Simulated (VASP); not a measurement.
# InGa2As3 (Cmc2_1) in VASP: single point with PBE

Aim: the single point of InGa2As3 with PBE.

All numbers are computed with VASP 6.6.1; they aren't measurements. Logs are shortened: lines on timing, memory, paths and dates and some standing lists are left out, and cuts for length are marked.

## Step 1: The cell of the first run

Symmetry: Cmc2_1, No. 36, orthorhombic system. The conventional cell has a = 11.535 Å, b = 6.654 Å, c = 6.213 Å, α = 90.00°, β = 90.00°, γ = 90.00°. Within 3.3 Å of In (site symmetry m) lie 4 As at 2.51 to 2.52 Å. Within 3.0 Å of Ga (site symmetry 1) lie 4 As at 2.27 to 2.28 Å. As (site symmetry 1) has 3 Ga at 2.27 to 2.28 Å and 1 In at 2.51 Å within 3.0 Å. Within 3.0 Å of As (site symmetry m) lie 2 Ga at 2.27 Å and 2 In at 2.51 to 2.52 Å.

## Step 2: Single point, PBE

The input, INCAR:

```
SYSTEM = InGa2As3
PREC = Accurate
ENCUT = 520
EDIFF = 1E-6
ISMEAR = 0
SIGMA = 0.1
LREAL = .False.
LASPH = .True.
NELM = 60
ALGO = Normal
ISIF = 2
LWAVE = .False.
LCHARG = .False.
GGA = PE
NBANDS = 66
```

The input, KPOINTS:

```
regular mesh
0
Gamma
  4 4 4
  0 0 0
```

The input, POSCAR:

```
InGa2As3
1.0
    5.7673368069     -3.3267759550      0.0000000000
    5.7673368069      3.3267759550      0.0000000000
    0.0000000000      0.0000000000      6.2134587772
In Ga As
2 4 6
Direct
    0.3253743407      0.6746256593      0.9897954410
    0.6746256593      0.3253743407      0.4897954410
    0.0070223906      0.3338071183      0.9925887728
    0.6661928817      0.9929776094      0.9925887728
    0.9929776094      0.6661928817      0.4925887728
    0.3338071183      0.0070223906      0.4925887728
    0.0264035200      0.3337100341      0.3590241573
    0.6662899659      0.9735964800      0.3590241573
    0.9735964800      0.6662899659      0.8590241573
    0.3337100341      0.0264035200      0.8590241573
    0.3077705045      0.6922294955      0.3949796987
    0.6922294955      0.3077705045      0.8949796987
```

Potentials or basis: VASP PAW PBE potentials, release 64 (In_d, Ga_d, As).

On the command line:

```sh
$ cat potpaw_PBE.64/In_d/POTCAR potpaw_PBE.64/Ga_d/POTCAR potpaw_PBE.64/As/POTCAR > POTCAR
$ mpirun -np 1 vasp_std > vasp.out
```

OUTCAR:

```text
SYSTEM = InGa2As3
   PREC = Accurate
   ENCUT = 520
   EDIFF = 1E-6
   ISMEAR = 0
   LREAL = .False.
   LASPH = .True.
   NELM = 60
   ISIF = 2
   GGA = PE

 ion  position               nearest neighbor table
   1  0.325  0.675  0.990-   9 2.51  10 2.51  12 2.51  11 2.52   2 3.88   2 3.88
   2  0.675  0.325  0.490-   7 2.51   8 2.51  11 2.51  12 2.52   1 3.88   1 3.88
   3  0.007  0.334  0.993-   9 2.27  10 2.27  12 2.27   7 2.28
   4  0.666  0.993  0.993-  10 2.27   9 2.27  12 2.27   8 2.28
   5  0.993  0.666  0.493-   7 2.27   8 2.27  11 2.27   9 2.28
   6  0.334  0.007  0.493-   8 2.27   7 2.27  11 2.27  10 2.28
   7  0.026  0.334  0.359-   5 2.27   6 2.27   3 2.28   2 2.51
   8  0.666  0.974  0.359-   6 2.27   5 2.27   4 2.28   2 2.51
   9  0.974  0.666  0.859-   3 2.27   4 2.27   5 2.28   1 2.51
  10  0.334  0.026  0.859-   4 2.27   3 2.27   6 2.28   1 2.51
  11  0.308  0.692  0.395-   5 2.27   6 2.27   2 2.51   1 2.52
  12  0.692  0.308  0.895-   3 2.27   4 2.27   1 2.51   2 2.52

  LATTYP: Found a base centered orthorhombic cell.
 ALAT       =     6.6535519100
 B/A-ratio  =     1.7336114259
 C/A-ratio  =     0.9338559105

  Lattice vectors:

 A1 = (  -5.7673368069,  -3.3267759550,   0.0000000000)
 A2 = (   5.7673368069,  -3.3267759550,   0.0000000000)
 A3 = (   0.0000000000,   0.0000000000,   6.2134587772)

Analysis of symmetry for initial positions (statically):
=====================================================================
 Subroutine PRICEL returns:
 Original cell was already a primitive cell.

 Routine SETGRP: Setting up the symmetry group for a
 base centered orthorhombic supercell.

 Subroutine GETGRP returns: Found  4 space group operations
 (whereof  2 operations were pure point group operations)
 out of a pool of  8 trial point group operations.

The static configuration has the point symmetry C_1h.
 The point group associated with its full space group is C_2v.

Analysis of symmetry for dynamics (positions and initial velocities):
=====================================================================
 Subroutine PRICEL returns:
 Original cell was already a primitive cell.

 Routine SETGRP: Setting up the symmetry group for a
 base centered orthorhombic supercell.

 Subroutine GETGRP returns: Found  4 space group operations
 (whereof  2 operations were pure point group operations)
 out of a pool of  8 trial point group operations.

The dynamic configuration has the point symmetry C_1h.
 The point group associated with its full space group is C_2v.

 Subroutine INISYM returns: Found  4 space group operations
 (whereof  2 operations are pure point group operations),
 and found     1 'primitive' translations

----------------------------------------------------------------------------------------

                                     Primitive cell

  volume of cell :     238.4308

  direct lattice vectors                    reciprocal lattice vectors
     5.767336807 -3.326775955  0.000000000     0.086695128 -0.150295664  0.000000000
     5.767336807  3.326775955  0.000000000     0.086695128  0.150295664  0.000000000
     0.000000000  0.000000000  6.213458777     0.000000000  0.000000000  0.160940957

  length of vectors
     6.658048671  6.658048671  6.213458777     0.173507440  0.173507440  0.160940957

  position of ions in fractional coordinates (direct lattice)
     0.325374341  0.674625659  0.989795441
     0.674625659  0.325374341  0.489795441
     0.007022391  0.333807118  0.992588773
     0.666192882  0.992977609  0.992588773
     0.992977609  0.666192882  0.492588773
     0.333807118  0.007022391  0.492588773
     0.026403520  0.333710034  0.359024157
     0.666289966  0.973596480  0.359024157
     0.973596480  0.666289966  0.859024157
     0.333710034  0.026403520  0.859024157
     0.307770504  0.692229496  0.394979699
     0.692229496  0.307770504  0.894979699

  ion indices of the primitive-cell ions
   primitive index   ion index
                 1           1
                 2           2
                 3           3
                 4           4
                 5           5
                 6           6
                 7           7
                 8           8
                 9           9
                10          10
                11          11
                12          12

----------------------------------------------------------------------------------------

 KPOINTS: regular mesh

Automatic generation of k-mesh.
 Grid dimensions read from file:
 generate k-points for:    4    4    4

 Generating k-lattice:

  Cartesian coordinates                     Fractional coordinates (reciprocal lattice)
     0.021673782 -0.037573916  0.000000000     0.250000000  0.000000000  0.000000000
     0.021673782  0.037573916  0.000000000     0.000000000  0.250000000  0.000000000
     0.000000000  0.000000000  0.040235239     0.000000000  0.000000000  0.250000000

  Length of vectors
     0.043376860  0.043376860  0.040235239

  Shift w.r.t. Gamma in fractional coordinates (k-lattice)
     0.000000000  0.000000000  0.000000000

 Subroutine IBZKPT returns following result:
 ===========================================

 Found     21 irreducible k-points:

 Following reciprocal coordinates:
            Coordinates               Weight
  0.000000  0.000000  0.000000      1.000000
  0.250000  0.000000  0.000000      4.000000
  0.500000  0.000000  0.000000      2.000000
  0.250000  0.250000  0.000000      2.000000
  0.500000  0.250000  0.000000      4.000000
 -0.250000  0.250000  0.000000      2.000000
[... 13 lines left out ...]
 -0.250000  0.250000  0.500000      2.000000
  0.500000  0.500000  0.500000      1.000000
   k-points           NKPTS =     21   k-points in BZ     NKDIM =     21   number of bands    NBANDS=     66
   number of dos      NEDOS =    301   number of ions     NIONS =     12
   total plane-waves  NPLWV = 120000
   dimension x,y,z NGX =    50 NGY =   50 NGZ =   48
   dimension x,y,z NGXF=   100 NGYF=  100 NGZF=   96
   ions per type =               2   4   6
   NGX,Y,Z   is equivalent  to a cutoff of  12.48, 12.48, 12.84 a.u.
   NGXF,Y,Z  is equivalent  to a cutoff of  24.97, 24.97, 25.69 a.u.
 SYSTEM =  InGa2As3
   PREC   = accura    normal or accurate (medium, high low for compatibility)
   ISTART =      0    job   : 0-new  1-cont  2-samecut
   ICHARG =      2    charge: 1-file 2-atom 10-const
   ISPIN  =      1    spin polarized calculation?
   LNONCOLLINEAR =      F non collinear calculations
   LSORBIT =      F    spin-orbit coupling
   LASPH  =      T    aspherical Exc in radial PAW
   ENCUT  =  520.0 eV  38.22 Ry    6.18 a.u.  12.38 12.38 11.55*2*pi/ulx,y,z
   NELM   =     60;   NELMIN=  2; NELMDL= -5     # of ELM steps
   EDIFF  = 0.1E-05   stopping-criterion for ELM
   LREAL  =      F    real-space projection
   EDIFFG = 0.1E-04   stopping-criterion for IOM
   NSW    =      0    number of steps for IOM
   IBRION =     -1    ionic relax: 0-MD 1-quasi-New 2-CG
   NFREE  =      0    steps in history (QN), initial steepest desc. (CG)
   ISIF   =      2    stress and relaxation
   ISYM   =      2    0-nonsym 1-usesym 2-fastsym
   POTIM  = 0.5000    time-step for ionic-motion
   TEBEG  =    0.0;   TEEND  =   0.0 temperature during run
   PSTRESS=    0.0 pullay stress
   NELECT =     108.0000    total number of electrons
   NUPDOWN=      -1.0000    fix difference up-down
   EMIN   =  10.00;   EMAX   =-10.00  energy-range for DOS
   EFERMI =   0.00;   METHOD = LEGACY
   ISMEAR =     0;   SIGMA  =   0.10  broadening in eV -4-tet -1-fermi 0-gaus
   EFERMI_NEDOS =   21; number of points for ismear=-14 and -15
   IALGO  =     38    algorithm
   IMIX   =      4    mixing-type and parameters
     AMIX     =   0.40;   BMIX     =  1.00
     AMIX_MAG =   1.60;   BMIX_MAG =  1.00
  volume/ion in A,a.u.               =      19.87       134.08
  Fermi-wavevector in a.u.,A,eV,Ry     =   1.257270  2.375896 21.507118  1.580729
  Thomas-Fermi vector in A             =   2.390937
   LORBIT       =      0    0 simple, 1 ext, 2 COOP (PROOUT), +10 PAW based schemes
   GGA     = PE    functional components
   LHFCALC =     F    Hartree Fock is set to
   AEXX    =    0.0000 exact exchange contribution
   IVDW    =     0    specifies the selected vdW correction
   LEPSILON=     F    determine dielectric tensor
   LRPA    =     F    only Hartree local field effects (RPA)
 non-spin polarized calculation
 Gauss-broadening in eV      SIGMA  =   0.10
  energy-cutoff  :      520.00
  volume of cell :      238.43
 maximum number of plane-waves:      6468
 NGX is ok and might be reduce to    50
   NGX = 25   NGY = 25   NGZ = 23

 number of electron     108.0000002 magnetization

 Free energy of the ion-electron system (eV)
  ---------------------------------------------------
  ext. energy  EPLUGINS =         0.00000000
  ---------------------------------------------------
  free energy    TOTEN  =       -43.93931941 eV

  energy without entropy =      -43.93931941  energy(sigma->0) =      -43.93931941

 E-fermi :   6.8022     XC(G=0): -10.3334

 val. band max:        6.3477521551   @ k =   0.0000   0.0000   0.0000
 cond. band min:       7.2949578189   @ k =   0.0000   0.0000   0.0000
 fundamental gap:      0.9472056637
 Fermi energy:         6.8021914650

 k-point     1 :       0.0000    0.0000    0.0000
  band No.  band energies     occupation
      1      -9.1845      2.00000
      2      -9.1825      2.00000
      3      -9.1779      2.00000
      4      -9.1504      2.00000
      5      -9.1107      2.00000
      6      -9.0002      2.00000
[... 58 lines left out ...]
     65      12.0499      0.00000
     66      12.2573      0.00000

 k-point     2 :       0.2500    0.0000    0.0000
  band No.  band energies     occupation
      1      -9.1945      2.00000
      2      -9.1825      2.00000
      3      -9.1675      2.00000
      4      -9.1513      2.00000
      5      -9.1063      2.00000
      6      -9.0244      2.00000
[... 1369 lines left out ...]
     65      10.6633      0.00000
     66      10.6634      0.00000

------------------------ aborting loop because EDIFF is reached ----------------------------------------

  FORCE on cell =-STRESS in cart. coord.  units (eV):
  Direction    XX          YY          ZZ          XY          YZ          ZX
  --------------------------------------------------------------------------------------
  -------------------------------------------------------------------------------------
  Total       36.7548540     36.8894368     39.4244593      0.0000000      0.0000000      0.0000000
  in kB      246.9806896    247.8850426    264.9195708      0.0000000      0.0000000      0.0000000
  external PRESSURE =     253.2617677 kB  Pullay stress =       0.0000000 kB

 VOLUME and BASIS-vectors are now :
 -----------------------------------------------------------------------------
  energy-cutoff  :      520.00
  volume of cell :      238.43
      direct lattice vectors                 reciprocal lattice vectors
     5.767336807 -3.326775955  0.000000000     0.086695128 -0.150295664  0.000000000
     5.767336807  3.326775955  0.000000000     0.086695128  0.150295664  0.000000000
     0.000000000  0.000000000  6.213458777     0.000000000  0.000000000  0.160940957

 POSITION                                       TOTAL-FORCE (eV/Angst)
 -----------------------------------------------------------------------------------
      5.76734      1.16188      6.15005         0.000000     -0.061580      0.131712
      5.76734     -1.16188      3.04332         0.000000      0.061580      0.131712
      1.96568      1.08714      6.16741        -0.034313     -0.002720      0.140530
      9.56900      1.08714      6.16741         0.034313     -0.002720      0.140530
      9.56900     -1.08714      3.06068         0.034313      0.002720      0.140530
      1.96568     -1.08714      3.06068        -0.034313      0.002720      0.140530
      2.07690      1.02234      2.23078        -0.469016      0.253094      0.059234
      9.45778      1.02234      2.23078         0.469016      0.253094      0.059234
      9.45778     -1.02234      5.33751         0.469016     -0.253094      0.059234
      2.07690     -1.02234      5.33751        -0.469016     -0.253094      0.059234
      5.76734      1.27901      2.45419         0.000000     -0.634654     -0.531240
      5.76734     -1.27901      5.56092         0.000000      0.634654     -0.531240
 -----------------------------------------------------------------------------------
    total drift:                                0.000001     -0.000000      0.002237

  FREE ENERGIE OF THE ION-ELECTRON SYSTEM (eV)
  ---------------------------------------------------
  free  energy   TOTEN  =       -43.9393194113 eV

  energy  without entropy=      -43.9393194113  energy(sigma->0) =      -43.93931941
```

Run time: 6.8 min. Hardware: 1 thread of Intel Xeon 6455B, shared host; peak memory 0.5 GiB.

Results:

```yaml
Free_energy: -43.9393 eV
Pressure: 25.3 GPa
Largest_force: 0.828 eV/Å
Band_gap_on_the_k_mesh: 0.95 eV, direct
```

Forces in eV/Å, atoms in the order of the input:
```
In   0.000 -0.062  0.132
In   0.000  0.062  0.132
Ga  -0.034 -0.003  0.141
Ga   0.034 -0.003  0.141
Ga   0.034  0.003  0.141
Ga  -0.034  0.003  0.141
As  -0.469  0.253  0.059
As   0.469  0.253  0.059
As   0.469 -0.253  0.059
As  -0.469 -0.253  0.059
As   0.000 -0.635 -0.531
As   0.000  0.635 -0.531
```

Stress tensor (GPa, compression positive):
```
24.70  0.00  0.00
 0.00 24.79  0.00
 0.00  0.00 26.49
```

Levels at points of the mesh, in eV from the valence-band top:
| k point | band 50 | band 51 | band 52 | band 53 | band 54 | band 55 | band 56 | band 57 | band 58 | band 59 |
| --- | --- | --- | --- | --- | --- | --- | --- | --- | --- | --- |
| (0.00, 0.00, 0.00) | -1.56 | -1.55 | -0.05 | 0.00 | 0.00 | 0.95 | 1.73 | 1.84 | 1.89 | 3.47 |
| (0.50, 0.00, 0.00) | -1.73 | -1.54 | -1.45 | -1.40 | -1.29 | 1.03 | 2.64 | 3.05 | 3.21 | 3.24 |
| (0.50, 0.50, 0.00) | -1.76 | -1.68 | -1.40 | -1.38 | -1.16 | 1.03 | 2.59 | 2.87 | 2.99 | 3.55 |
| (0.00, 0.00, 0.50) | -1.56 | -0.90 | -0.90 | -0.89 | -0.89 | 1.85 | 1.85 | 2.25 | 2.25 | 2.63 |
| (0.50, 0.00, 0.50) | -2.65 | -2.24 | -2.24 | -1.95 | -1.95 | 1.49 | 1.49 | 2.66 | 2.66 | 3.11 |
| (0.50, 0.50, 0.50) | -2.67 | -2.24 | -2.24 | -2.10 | -2.10 | 1.50 | 1.50 | 2.60 | 2.60 | 3.18 |

Caveat: spin-orbit coupling is left out, which moves the levels of the heavy elements. A k mesh can miss the band edges.
